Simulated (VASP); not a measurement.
# FeSi (ae) (P2_13) in VASP: relaxation of the atoms with PBE

Aim: the relaxation of the atoms of FeSi (ae) with PBE.

Everything below comes from runs of VASP 6.6.1. Logs are shortened: lines on timing, memory, paths and dates and some standing lists are left out, and cuts for length are marked.

## Step 1: The cell of the first run

The structure is cubic, space group P2_13 (No. 198). The conventional cell has a = 4.403 Å, b = 4.403 Å, c = 4.403 Å, α = 90.00°, β = 90.00°, γ = 90.00°. Within 3.0 Å of Fe (site symmetry 3) lie 7 Si at 2.25 to 2.48 Å and 6 Fe at 2.70 Å. Si (site symmetry 3) has 7 Fe at 2.25 to 2.48 Å and 6 Si at 2.73 Å within 3.0 Å.

## Step 2: Relaxation of the atoms, PBE (volume scaled by 0.97)

INCAR

```
PREC = Accurate
ENCUT = 520
EDIFF = 1E-7
ISMEAR = 0
SIGMA = 0.01
LREAL = False
LASPH = True
NELM = 100
ALGO = Normal
ISIF = 2
LWAVE = False
LCHARG = False
GGA = PE
IBRION = 2
NSW = 50
EDIFFG = -0.01
```

KPOINTS

```
regular mesh
0
Gamma
  8 8 8
```

POSCAR

```
FeSi
1.0
    4.4028251595      0.0000000000      0.0000000000
    0.0000000000      4.4028251595      0.0000000000
    0.0000000000      0.0000000000      4.4028251595
Fe Si
4 4
Direct
    0.1360501212      0.1360501212      0.1360501212
    0.3639498788      0.8639498788      0.6360501212
    0.6360501212      0.3639498788      0.8639498788
    0.8639498788      0.6360501212      0.3639498788
    0.8407512131      0.8407512131      0.8407512131
    0.6592487869      0.1592487869      0.3407512131
    0.3407512131      0.6592487869      0.1592487869
    0.1592487869      0.3407512131      0.6592487869
```

Potentials or basis: VASP PAW PBE potentials, release 64 (Fe, Si).

Command:

```
> cat potpaw_PBE.64/Fe/POTCAR potpaw_PBE.64/Si/POTCAR > POTCAR
> mpirun -np 1 vasp_std > vasp.out
```

OUTCAR:

```text
PREC = Accurate
   ENCUT = 520
   EDIFF = 1E-7
   ISMEAR = 0
   LREAL = False
   LASPH = True
   NELM = 100
   ISIF = 2
   GGA = PE
   IBRION = 2
   NSW = 50
   EDIFFG = -0.01

 ion  position               nearest neighbor table
   1  0.136  0.136  0.136-   5 2.25   6 2.29   7 2.29   8 2.29   7 2.48   8 2.48   6 2.48   3 2.70
                             4 2.70   2 2.70   2 2.70   4 2.70   3 2.70
   2  0.364  0.864  0.636-   6 2.25   5 2.29   7 2.29   8 2.29   7 2.48   8 2.48   5 2.48   1 2.70
                             1 2.70   3 2.70   3 2.70   4 2.70   4 2.70
   3  0.636  0.364  0.864-   7 2.25   6 2.29   5 2.29   8 2.29   8 2.48   6 2.48   5 2.48   1 2.70
                             4 2.70   2 2.70   2 2.70   4 2.70   1 2.70
   4  0.864  0.636  0.364-   8 2.25   6 2.29   7 2.29   5 2.29   6 2.48   5 2.48   7 2.48   1 2.70
                             3 2.70   2 2.70   1 2.70   2 2.70   3 2.70
   5  0.841  0.841  0.841-   1 2.25   2 2.29   3 2.29   4 2.29   3 2.48   4 2.48   2 2.48   6 2.73
                             7 2.73   8 2.73   6 2.73   8 2.73   7 2.73
   6  0.659  0.159  0.341-   2 2.25   1 2.29   3 2.29   4 2.29   3 2.48   4 2.48   1 2.48   8 2.73
                             5 2.73   5 2.73   7 2.73   7 2.73   8 2.73
   7  0.341  0.659  0.159-   3 2.25   2 2.29   1 2.29   4 2.29   4 2.48   2 2.48   1 2.48   8 2.73
                             5 2.73   8 2.73   6 2.73   6 2.73   5 2.73
   8  0.159  0.341  0.659-   4 2.25   2 2.29   3 2.29   1 2.29   2 2.48   1 2.48   3 2.48   7 2.73
                             5 2.73   7 2.73   5 2.73   6 2.73   6 2.73

  LATTYP: Found a simple cubic cell.
 ALAT       =     4.4028251595

  Lattice vectors:

 A1 = (   4.4028251595,   0.0000000000,   0.0000000000)
 A2 = (   0.0000000000,   4.4028251595,   0.0000000000)
 A3 = (   0.0000000000,   0.0000000000,   4.4028251595)

Analysis of symmetry for initial positions (statically):
=====================================================================
 Subroutine PRICEL returns:
 Original cell was already a primitive cell.

 Routine SETGRP: Setting up the symmetry group for a
 simple cubic supercell.

 Subroutine GETGRP returns: Found 12 space group operations
 (whereof  3 operations were pure point group operations)
 out of a pool of 48 trial point group operations.

The static configuration has the point symmetry C_3 .
 The point group associated with its full space group is T   .

Analysis of symmetry for dynamics (positions and initial velocities):
=====================================================================
 Subroutine PRICEL returns:
 Original cell was already a primitive cell.

 Routine SETGRP: Setting up the symmetry group for a
 simple cubic supercell.

 Subroutine GETGRP returns: Found 12 space group operations
 (whereof  3 operations were pure point group operations)
 out of a pool of 48 trial point group operations.

The dynamic configuration has the point symmetry C_3 .
 The point group associated with its full space group is T   .

 Subroutine INISYM returns: Found 12 space group operations
 (whereof  3 operations are pure point group operations),
 and found     1 'primitive' translations

----------------------------------------------------------------------------------------

                                     Primitive cell

  volume of cell :      85.3482

  direct lattice vectors                    reciprocal lattice vectors
     4.402825159  0.000000000  0.000000000     0.227126893  0.000000000  0.000000000
     0.000000000  4.402825159  0.000000000     0.000000000  0.227126893  0.000000000
     0.000000000  0.000000000  4.402825159     0.000000000  0.000000000  0.227126893

  length of vectors
     4.402825159  4.402825159  4.402825159     0.227126893  0.227126893  0.227126893

  position of ions in fractional coordinates (direct lattice)
     0.136050121  0.136050121  0.136050121
     0.363949879  0.863949879  0.636050121
     0.636050121  0.363949879  0.863949879
     0.863949879  0.636050121  0.363949879
     0.840751213  0.840751213  0.840751213
     0.659248787  0.159248787  0.340751213
     0.340751213  0.659248787  0.159248787
     0.159248787  0.340751213  0.659248787

  ion indices of the primitive-cell ions
   primitive index   ion index
                 1           1
                 2           2
                 3           3
                 4           4
                 5           5
                 6           6
                 7           7
                 8           8

----------------------------------------------------------------------------------------

 KPOINTS: regular mesh

Automatic generation of k-mesh.
 Grid dimensions read from file:
 generate k-points for:    8    8    8

 Generating k-lattice:

  Cartesian coordinates                     Fractional coordinates (reciprocal lattice)
     0.028390862  0.000000000  0.000000000     0.125000000  0.000000000  0.000000000
     0.000000000  0.028390862  0.000000000     0.000000000  0.125000000  0.000000000
     0.000000000  0.000000000  0.028390862     0.000000000  0.000000000  0.125000000

  Length of vectors
     0.028390862  0.028390862  0.028390862

  Shift w.r.t. Gamma in fractional coordinates (k-lattice)
     0.000000000  0.000000000  0.000000000

 Subroutine IBZKPT returns following result:
 ===========================================

 Found     45 irreducible k-points:

 Following reciprocal coordinates:
            Coordinates               Weight
  0.000000  0.000000  0.000000      1.000000
  0.125000  0.000000  0.000000      6.000000
  0.250000  0.000000  0.000000      6.000000
  0.375000  0.000000  0.000000      6.000000
  0.500000  0.000000  0.000000      3.000000
  0.125000  0.125000  0.000000     12.000000
[... 16 lines left out ...]
  0.250000  0.125000  0.125000     24.000000
  0.375000  0.125000  0.125000     24.000000
 [... further k-points ...]
   k-points           NKPTS =     45   k-points in BZ     NKDIM =     45   number of bands    NBANDS=     29
   number of dos      NEDOS =    301   number of ions     NIONS =      8
   total plane-waves  NPLWV =  46656
   dimension x,y,z NGX =    36 NGY =   36 NGZ =   36
   dimension x,y,z NGXF=    72 NGYF=   72 NGZF=   72
   ions per type =               4   4
   NGX,Y,Z   is equivalent  to a cutoff of  13.59, 13.59, 13.59 a.u.
   NGXF,Y,Z  is equivalent  to a cutoff of  27.19, 27.19, 27.19 a.u.
 SYSTEM =  unknown system
   PREC   = accura    normal or accurate (medium, high low for compatibility)
   ISTART =      0    job   : 0-new  1-cont  2-samecut
   ICHARG =      2    charge: 1-file 2-atom 10-const
   ISPIN  =      1    spin polarized calculation?
   LNONCOLLINEAR =      F non collinear calculations
   LSORBIT =      F    spin-orbit coupling
   LASPH  =      T    aspherical Exc in radial PAW
   ENCUT  =  520.0 eV  38.22 Ry    6.18 a.u.   8.19  8.19  8.19*2*pi/ulx,y,z
   NELM   =    100;   NELMIN=  2; NELMDL= -5     # of ELM steps
   EDIFF  = 0.1E-06   stopping-criterion for ELM
   LREAL  =      F    real-space projection
   EDIFFG = -.1E-01   stopping-criterion for IOM
   NSW    =     50    number of steps for IOM
   IBRION =      2    ionic relax: 0-MD 1-quasi-New 2-CG
   NFREE  =      1    steps in history (QN), initial steepest desc. (CG)
   ISIF   =      2    stress and relaxation
   ISYM   =      2    0-nonsym 1-usesym 2-fastsym
   POTIM  = 0.5000    time-step for ionic-motion
   TEBEG  =    0.0;   TEEND  =   0.0 temperature during run
   PSTRESS=    0.0 pullay stress
   NELECT =      48.0000    total number of electrons
   NUPDOWN=      -1.0000    fix difference up-down
   EMIN   =  10.00;   EMAX   =-10.00  energy-range for DOS
   EFERMI =   0.00;   METHOD = LEGACY
   ISMEAR =     0;   SIGMA  =   0.01  broadening in eV -4-tet -1-fermi 0-gaus
   EFERMI_NEDOS =   21; number of points for ismear=-14 and -15
   IALGO  =     38    algorithm
   IMIX   =      4    mixing-type and parameters
     AMIX     =   0.40;   BMIX     =  1.00
     AMIX_MAG =   1.60;   BMIX_MAG =  1.00
  volume/ion in A,a.u.               =      10.67        71.99
  Fermi-wavevector in a.u.,A,eV,Ry     =   1.351317  2.553618 24.845011  1.826057
  Thomas-Fermi vector in A             =   2.478748
   LORBIT       =      0    0 simple, 1 ext, 2 COOP (PROOUT), +10 PAW based schemes
   GGA     = PE    functional components
   LHFCALC =     F    Hartree Fock is set to
   AEXX    =    0.0000 exact exchange contribution
   IVDW    =     0    specifies the selected vdW correction
   LEPSILON=     F    determine dielectric tensor
   LRPA    =     F    only Hartree local field effects (RPA)
 conjugate gradient relaxation of ions
 non-spin polarized calculation
 Gauss-broadening in eV      SIGMA  =   0.01
  energy-cutoff  :      520.00
  volume of cell :       85.35
 maximum number of plane-waves:      2325
 NGX is ok and might be reduce to    36
   NGX = 17   NGY = 17   NGZ = 17

--------------------------------------- Ionic step        1  -------------------------------------------

 number of electron      48.0000004 magnetization

 Free energy of the ion-electron system (eV)
  ---------------------------------------------------
  ext. energy  EPLUGINS =         0.00000000
  ---------------------------------------------------
  free energy    TOTEN  =       -58.71849797 eV

  energy without entropy =      -58.71849797  energy(sigma->0) =      -58.71849797

------------------------ aborting loop because EDIFF is reached ----------------------------------------

  FORCE on cell =-STRESS in cart. coord.  units (eV):
  Direction    XX          YY          ZZ          XY          YZ          ZX
  --------------------------------------------------------------------------------------
  -------------------------------------------------------------------------------------
  Total        4.1313779      4.1313779      4.1313779     -0.0000000     -0.0000000     -0.0000000
  in kB       77.5552463     77.5552463     77.5552463     -0.0000000     -0.0000000     -0.0000000
  external PRESSURE =      77.5552463 kB  Pullay stress =       0.0000000 kB
[... 69 lines left out ...]
  energy  without entropy=      -58.7224353235  energy(sigma->0) =      -58.72243532

--------------------------------------- Ionic step        3  -------------------------------------------

 number of electron      48.0000004 magnetization

 Free energy of the ion-electron system (eV)
  ---------------------------------------------------
  ext. energy  EPLUGINS =         0.00000000
  ---------------------------------------------------
  free energy    TOTEN  =       -58.72309413 eV

  energy without entropy =      -58.72309413  energy(sigma->0) =      -58.72309413

 E-fermi :  10.2238     XC(G=0): -12.9534

 val. band max:       10.1288037896   @ k =  -0.1250   0.3750   0.0000
 cond. band min:      10.2859483835   @ k =   0.3750   0.1250   0.1250
 fundamental gap:      0.1571445939
 Fermi energy:        10.2238220712

 k-point     1 :       0.0000    0.0000    0.0000
  band No.  band energies     occupation
      1      -3.3643      2.00000
      2       2.0950      2.00000
      3       2.0950      2.00000
      4       2.0950      2.00000
      5       4.9448      2.00000
      6       4.9448      2.00000
[... 757 lines left out ...]
     28      12.3772      0.00000
     29      12.6794      0.00000

 [... further k-points ...]
[... 5 lines left out ...]
  --------------------------------------------------------------------------------------
  -------------------------------------------------------------------------------------
  Total        3.8878260      3.8878260      3.8878260      0.0000000      0.0000000      0.0000000
  in kB       72.9832304     72.9832304     72.9832304      0.0000000      0.0000000      0.0000000
  external PRESSURE =      72.9832304 kB  Pullay stress =       0.0000000 kB
[... 23 lines left out ...]
  FREE ENERGIE OF THE ION-ELECTRON SYSTEM (eV)
  ---------------------------------------------------
  free  energy   TOTEN  =       -58.7230941273 eV

  energy  without entropy=      -58.7230941273  energy(sigma->0) =      -58.72309413

 reached required accuracy - stopping structural energy minimisation
```

Run time: 6.9 min. Hardware: 1 thread of Intel Xeon 8259CL, shared host; peak memory 0.26 GiB.

What came out:

```yaml
Free_energy: -58.7231 eV
Energy_gained_by_relaxing: 0.6 meV/atom
Ionic_steps: 3
Pressure_after_relaxing: 7.3 GPa
Band_gap_on_the_k_mesh: 0.16 eV, indirect (least direct gap 0.17 eV)
```

Step by step:
| step | energy change (eV) | largest force (eV/Å) | pressure (GPa) |
| --- | --- | --- | --- |
| 1 | 0.0000 | 0.1616 | 7.76 |
| 2 | -0.0039 | 0.0610 | 7.47 |
| 3 | -0.0046 | 0.0004 | 7.30 |

Final structure:
```cif
data_structure
_symmetry_space_group_name_H-M 'P 1'
_symmetry_Int_Tables_number 1
_cell_length_a 4.4028
_cell_length_b 4.4028
_cell_length_c 4.4028
_cell_angle_alpha 90.000
_cell_angle_beta 90.000
_cell_angle_gamma 90.000
_cell_volume 85.35
loop_
_atom_site_label
_atom_site_type_symbol
_atom_site_fract_x
_atom_site_fract_y
_atom_site_fract_z
_atom_site_occupancy
Fe1 Fe 0.13770 0.13770 0.13770 1
Fe2 Fe 0.36231 0.86231 0.63769 1
Fe3 Fe 0.63769 0.36231 0.86231 1
Fe4 Fe 0.86231 0.63769 0.36231 1
Si1 Si 0.84136 0.84136 0.84136 1
Si2 Si 0.65864 0.15864 0.34136 1
Si3 Si 0.34136 0.65864 0.15864 1
Si4 Si 0.15864 0.34136 0.65864 1
```

Levels at points of the mesh, in eV from the valence-band top:
```
           k point  band 21  band 22  band 23  band 24  band 25  band 26  band 27  band 28
(0.00, 0.00, 0.00)    -0.30    -0.30    -0.05    -0.05     0.69     0.69     0.69     3.17
(0.50, 0.00, 0.00)    -0.40    -0.40    -0.01    -0.01     0.19     0.19     1.78     1.78
(0.50, 0.50, 0.00)    -1.06    -1.06    -0.38    -0.38     0.66     0.66     1.35     1.35
(0.50, 0.50, 0.50)    -0.71    -0.71    -0.71    -0.71     0.51     0.51     0.51     0.51
```

 Spin polarisation is off, so any magnetic state and its effect on volume and gap are missing.
